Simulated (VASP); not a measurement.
# AlN (P6_3/mmc) in VASP: notebook

The runs below take AlN through single point, with PBEsol.

All numbers are computed with VASP 6.6.1; they aren't measurements. Logs are shortened: lines on timing, memory, paths and dates and some standing lists are left out, and cuts for length are marked.

## 1. The cell of the first run

Symmetry: P6_3/mmc, No. 194, hexagonal system. The conventional cell has a = 3.282 Å, b = 3.282 Å, c = 4.100 Å, α = 90.00°, β = 90.00°, γ = 120.00°. Within 2.5 Å of Al (site symmetry -6m2) lie 5 N at 1.89 to 2.05 Å. N (site symmetry -6m2) has 5 Al at 1.89 to 2.05 Å within 2.5 Å.

## 2. Single point, PBEsol

File INCAR:

```
PREC = Accurate
ENCUT = 520
EDIFF = 1E-7
ISMEAR = 0
SIGMA = 0.05
LREAL = F
LASPH = T
NELM = 60
ALGO = Normal
ISIF = 2
LWAVE = F
LCHARG = F
GGA = PS
NBANDS = 16
```

File KPOINTS:

```
Automatic mesh
0
Gamma
  9 9 6
```

File POSCAR:

```
AlN
1.0
    3.2818000000      0.0000000000      0.0000000000
   -1.6409000000      2.8421221701      0.0000000000
    0.0000000000      0.0000000000      4.0998000000
Al N
2 2
Direct
    0.3333333333      0.6666666667      0.7500000000
    0.6666666667      0.3333333333      0.2500000000
    0.3333333333      0.6666666667      0.2500000000
    0.6666666667      0.3333333333      0.7500000000
```

Potentials or basis: VASP PAW PBE potentials, release 64 (Al, N).

The run is started by

```
$ cat potpaw_PBE.64/Al/POTCAR potpaw_PBE.64/N/POTCAR > POTCAR
$ mpirun -np 1 vasp_std > vasp.out
```

OUTCAR:

```text
PREC = Accurate
   ENCUT = 520
   EDIFF = 1E-7
   ISMEAR = 0
   LREAL = F
   LASPH = T
   NELM = 60
   ISIF = 2
   GGA = PS

 ion  position               nearest neighbor table
   1  0.333  0.667  0.750-   4 1.89   4 1.89   4 1.89   3 2.05   3 2.05   2 2.79   2 2.79   2 2.79
                             2 2.79   2 2.79   2 2.79
   2  0.667  0.333  0.250-   3 1.89   3 1.89   3 1.89   4 2.05   4 2.05   1 2.79   1 2.79   1 2.79
                             1 2.79   1 2.79   1 2.79
   3  0.333  0.667  0.250-   2 1.89   2 1.89   2 1.89   1 2.05   1 2.05
   4  0.667  0.333  0.750-   1 1.89   1 1.89   1 1.89   2 2.05   2 2.05

  LATTYP: Found a hexagonal cell.
 ALAT       =     3.2818000000
 C/A-ratio  =     1.2492534585

  Lattice vectors:

 A1 = (   3.2818000000,   0.0000000000,   0.0000000000)
 A2 = (  -1.6409000000,   2.8421221701,   0.0000000000)
 A3 = (   0.0000000000,   0.0000000000,   4.0998000000)

Analysis of symmetry for initial positions (statically):
=====================================================================
 Subroutine PRICEL returns:
 Original cell was already a primitive cell.

 Routine SETGRP: Setting up the symmetry group for a
 hexagonal supercell.

 Subroutine GETGRP returns: Found 24 space group operations
 (whereof 12 operations were pure point group operations)
 out of a pool of 24 trial point group operations.

The static configuration has the point symmetry D_3d.
 The point group associated with its full space group is D_6h.

Analysis of symmetry for dynamics (positions and initial velocities):
=====================================================================
 Subroutine PRICEL returns:
 Original cell was already a primitive cell.

 Routine SETGRP: Setting up the symmetry group for a
 hexagonal supercell.

 Subroutine GETGRP returns: Found 24 space group operations
 (whereof 12 operations were pure point group operations)
 out of a pool of 24 trial point group operations.

The dynamic configuration has the point symmetry D_3d.
 The point group associated with its full space group is D_6h.

 Subroutine INISYM returns: Found 24 space group operations
 (whereof 12 operations are pure point group operations),
 and found     1 'primitive' translations

----------------------------------------------------------------------------------------

                                     Primitive cell

  volume of cell :      38.2400

  direct lattice vectors                    reciprocal lattice vectors
     3.281800000  0.000000000  0.000000000     0.304710829  0.175924879  0.000000000
    -1.640900000  2.842122170  0.000000000     0.000000000  0.351849759  0.000000000
     0.000000000  0.000000000  4.099800000     0.000000000  0.000000000  0.243914337

  length of vectors
     3.281800000  3.281800000  4.099800000     0.351849759  0.351849759  0.243914337

  position of ions in fractional coordinates (direct lattice)
     0.333333333  0.666666667  0.750000000
     0.666666667  0.333333333  0.250000000
     0.333333333  0.666666667  0.250000000
     0.666666667  0.333333333  0.750000000

  ion indices of the primitive-cell ions
   primitive index   ion index
                 1           1
                 2           2
                 3           3
                 4           4

----------------------------------------------------------------------------------------

 KPOINTS: Automatic mesh

Automatic generation of k-mesh.
 Grid dimensions read from file:
 generate k-points for:    9    9    6

 Generating k-lattice:

  Cartesian coordinates                     Fractional coordinates (reciprocal lattice)
     0.033856759  0.019547209  0.000000000     0.111111111 -0.000000000  0.000000000
     0.000000000  0.039094418  0.000000000     0.000000000  0.111111111  0.000000000
     0.000000000  0.000000000  0.040652390     0.000000000  0.000000000  0.166666667

  Length of vectors
     0.039094418  0.039094418  0.040652390

  Shift w.r.t. Gamma in fractional coordinates (k-lattice)
     0.000000000  0.000000000  0.000000000

 Subroutine IBZKPT returns following result:
 ===========================================

 Found     48 irreducible k-points:

 Following reciprocal coordinates:
            Coordinates               Weight
  0.000000  0.000000  0.000000      1.000000
  0.111111 -0.000000  0.000000      6.000000
  0.222222 -0.000000  0.000000      6.000000
  0.333333 -0.000000  0.000000      6.000000
  0.444444 -0.000000  0.000000      6.000000
  0.111111  0.111111  0.000000      6.000000
[... 16 lines left out ...]
  0.333333  0.222222  0.166667     24.000000
  0.333333  0.333333  0.166667      4.000000
 [... further k-points ...]
   k-points           NKPTS =     48   k-points in BZ     NKDIM =     48   number of bands    NBANDS=     16
   number of dos      NEDOS =    301   number of ions     NIONS =      4
   total plane-waves  NPLWV =  17280
   dimension x,y,z NGX =    24 NGY =   24 NGZ =   30
   dimension x,y,z NGXF=    48 NGYF=   48 NGZF=   60
   ions per type =               2   2
   NGX,Y,Z   is equivalent  to a cutoff of  12.16, 12.16, 12.16 a.u.
   NGXF,Y,Z  is equivalent  to a cutoff of  24.32, 24.32, 24.33 a.u.
 SYSTEM =  unknown system
   PREC   = accura    normal or accurate (medium, high low for compatibility)
   ISTART =      0    job   : 0-new  1-cont  2-samecut
   ICHARG =      2    charge: 1-file 2-atom 10-const
   ISPIN  =      1    spin polarized calculation?
   LNONCOLLINEAR =      F non collinear calculations
   LSORBIT =      F    spin-orbit coupling
   LASPH  =      T    aspherical Exc in radial PAW
   ENCUT  =  520.0 eV  38.22 Ry    6.18 a.u.   6.10  6.10  7.62*2*pi/ulx,y,z
   NELM   =     60;   NELMIN=  2; NELMDL= -5     # of ELM steps
   EDIFF  = 0.1E-06   stopping-criterion for ELM
   LREAL  =      F    real-space projection
   EDIFFG = 0.1E-05   stopping-criterion for IOM
   NSW    =      0    number of steps for IOM
   IBRION =     -1    ionic relax: 0-MD 1-quasi-New 2-CG
   NFREE  =      0    steps in history (QN), initial steepest desc. (CG)
   ISIF   =      2    stress and relaxation
   ISYM   =      2    0-nonsym 1-usesym 2-fastsym
   POTIM  = 0.5000    time-step for ionic-motion
   TEBEG  =    0.0;   TEEND  =   0.0 temperature during run
   PSTRESS=    0.0 pullay stress
   NELECT =      16.0000    total number of electrons
   NUPDOWN=      -1.0000    fix difference up-down
   EMIN   =  10.00;   EMAX   =-10.00  energy-range for DOS
   EFERMI =   0.00;   METHOD = LEGACY
   ISMEAR =     0;   SIGMA  =   0.05  broadening in eV -4-tet -1-fermi 0-gaus
   EFERMI_NEDOS =   21; number of points for ismear=-14 and -15
   IALGO  =     38    algorithm
   IMIX   =      4    mixing-type and parameters
     AMIX     =   0.40;   BMIX     =  1.00
     AMIX_MAG =   1.60;   BMIX_MAG =  1.00
  volume/ion in A,a.u.               =       9.56        64.51
  Fermi-wavevector in a.u.,A,eV,Ry     =   1.224454  2.313882 20.399031  1.499287
  Thomas-Fermi vector in A             =   2.359528
   LORBIT       =      0    0 simple, 1 ext, 2 COOP (PROOUT), +10 PAW based schemes
   GGA     = PS    functional components
   LHFCALC =     F    Hartree Fock is set to
   AEXX    =    0.0000 exact exchange contribution
   IVDW    =     0    specifies the selected vdW correction
   LEPSILON=     F    determine dielectric tensor
   LRPA    =     F    only Hartree local field effects (RPA)
 non-spin polarized calculation
 Gauss-broadening in eV      SIGMA  =   0.05
  energy-cutoff  :      520.00
  volume of cell :       38.24
 maximum number of plane-waves:      1047
   NGX = 13   NGY = 13   NGZ = 15

 number of electron      16.0000000 magnetization

 Free energy of the ion-electron system (eV)
  ---------------------------------------------------
  ext. energy  EPLUGINS =         0.00000000
  ---------------------------------------------------
  free energy    TOTEN  =       -30.93293291 eV

  energy without entropy =      -30.93293291  energy(sigma->0) =      -30.93293291

 E-fermi :   8.5622     XC(G=0): -11.5279

 val. band max:        8.2633016725   @ k =   0.0000   0.0000   0.0000
 cond. band min:      11.7701170668   @ k =   0.0000   0.0000   0.0000
 fundamental gap:      3.5068153942
 Fermi energy:         8.5621955613

 k-point     1 :       0.0000    0.0000    0.0000
  band No.  band energies     occupation
      1      -8.7773      2.00000
      2      -4.8394      2.00000
      3       1.1661      2.00000
      4       4.8710      2.00000
      5       4.8710      2.00000
      6       6.6395      2.00000
[... 8 lines left out ...]
     15      20.1975      0.00000
     16      20.1975      0.00000

 k-point     2 :       0.1111   -0.0000    0.0000
  band No.  band energies     occupation
      1      -8.6310      2.00000
      2      -4.8407      2.00000
      3       1.3205      2.00000
      4       4.3671      2.00000
      5       4.6619      2.00000
      6       6.1536      2.00000
[... 8 lines left out ...]
     15      19.6083      0.00000
     16      20.1510      0.00000

 k-point     3 :       0.2222   -0.0000    0.0000
  band No.  band energies     occupation
      1      -8.2103      2.00000
      2      -4.8929      2.00000
      3       1.7709      2.00000
      4       3.2752      2.00000
      5       4.2384      2.00000
      6       5.2658      2.00000
[... 8 lines left out ...]
     15      18.7337      0.00000
     16      20.9814      0.00000

 k-point     4 :       0.3333   -0.0000    0.0000
  band No.  band energies     occupation
      1      -7.5835      2.00000
      2      -5.1096      2.00000
      3       2.2737      2.00000
      4       2.4647      2.00000
      5       3.8567      2.00000
      6       4.4958      2.00000
[... 8 lines left out ...]
     15      19.7485      0.00000
     16      21.5611      0.00000

 k-point     5 :       0.4444   -0.0000    0.0000
  band No.  band energies     occupation
      1      -6.9497      2.00000
      2      -5.4918      2.00000
      3       1.7346      2.00000
      4       3.2028      2.00000
      5       3.6419      2.00000
      6       4.0513      2.00000
[... 8 lines left out ...]
     15      21.3993      0.00000
     16      21.9694      0.00000

 k-point     6 :       0.1111    0.1111    0.0000
  band No.  band energies     occupation
      1      -8.3471      2.00000
      2      -4.8669      2.00000
      3       1.6234      2.00000
      4       3.8123      2.00000
      5       3.9940      2.00000
      6       5.7259      2.00000
[... 8 lines left out ...]
     15      19.4001      0.00000
     16      20.6485      0.00000
[... 267 lines left out ...]
 k-point    21 :       0.4444    0.1111    0.1667
  band No.  band energies     occupation
      1      -6.6215      2.00000
      2      -5.6380      2.00000
      3       1.2359      2.00000
      4       2.9047      2.00000
      5       3.1549      2.00000
      6       4.5958      2.00000
[... 8 lines left out ...]
     15      20.7104      0.00000
     16      22.0545      0.00000

 k-point    22 :       0.2222    0.2222    0.1667
  band No.  band energies     occupation
      1      -7.0992      2.00000
      2      -5.3585      2.00000
      3       1.8383      2.00000
      4       2.1777      2.00000
      5       3.9452      2.00000
      6       4.4588      2.00000
[... 8 lines left out ...]
     15      20.4090      0.00000
     16      21.8249      0.00000

 k-point    23 :       0.3333    0.2222    0.1667
  band No.  band energies     occupation
      1      -6.5172      2.00000
      2      -5.6590      2.00000
      3       1.5152      2.00000
      4       2.3292      2.00000
      5       3.1399      2.00000
      6       4.9823      2.00000
[... 8 lines left out ...]
     15      20.2224      0.00000
     16      21.9709      0.00000

 k-point    24 :       0.3333    0.3333    0.1667
  band No.  band energies     occupation
      1      -6.0342      2.00000
      2      -6.0342      2.00000
      3       1.4812      2.00000
      4       2.5935      2.00000
      5       2.5935      2.00000
      6       5.2337      2.00000
[... 8 lines left out ...]
     15      19.6341      0.00000
     16      21.7250      0.00000

 [... further k-points ...]

------------------------ aborting loop because EDIFF is reached ----------------------------------------

  FORCE on cell =-STRESS in cart. coord.  units (eV):
  Direction    XX          YY          ZZ          XY          YZ          ZX
  --------------------------------------------------------------------------------------
  -------------------------------------------------------------------------------------
  Total        1.1404265      1.1404265      1.1646314      0.0000000     -0.0000000      0.0000000
  in kB       47.7815622     47.7815622     48.7957010      0.0000000     -0.0000000      0.0000000
  external PRESSURE =      48.1196085 kB  Pullay stress =       0.0000000 kB

 VOLUME and BASIS-vectors are now :
 -----------------------------------------------------------------------------
  energy-cutoff  :      520.00
  volume of cell :       38.24
      direct lattice vectors                 reciprocal lattice vectors
     3.281800000  0.000000000  0.000000000     0.304710829  0.175924879  0.000000000
    -1.640900000  2.842122170  0.000000000     0.000000000  0.351849759  0.000000000
     0.000000000  0.000000000  4.099800000     0.000000000  0.000000000  0.243914337

 POSITION                                       TOTAL-FORCE (eV/Angst)
 -----------------------------------------------------------------------------------
     -0.00000      1.89475      3.07485        -0.000000      0.000000      0.000000
      1.64090      0.94737      1.02495         0.000000     -0.000000      0.000000
     -0.00000      1.89475      1.02495        -0.000000      0.000000      0.000000
      1.64090      0.94737      3.07485         0.000000     -0.000000      0.000000
 -----------------------------------------------------------------------------------
    total drift:                               -0.000000      0.000000      0.000000

  FREE ENERGIE OF THE ION-ELECTRON SYSTEM (eV)
  ---------------------------------------------------
  free  energy   TOTEN  =       -30.9329329143 eV

  energy  without entropy=      -30.9329329143  energy(sigma->0) =      -30.93293291
```

Run time: 17 s. Hardware: 1 thread of Intel Xeon 6975P-C, shared host; peak memory 0.15 GiB.

What came out:

* Free energy: -30.9329 eV
* Pressure: 4.8 GPa
* Band gap on the k mesh: 3.51 eV, direct

Stress tensor (GPa, compression positive):
```
4.78 0.00 0.00
0.00 4.78 0.00
0.00 0.00 4.88
```

Caveat: the PAW data sets were made with another functional, which shifts forces and pressure a little. A hybrid or GW would open this gap; PBEsol tends to underestimate it.

(Continued in part 2 of 2.)
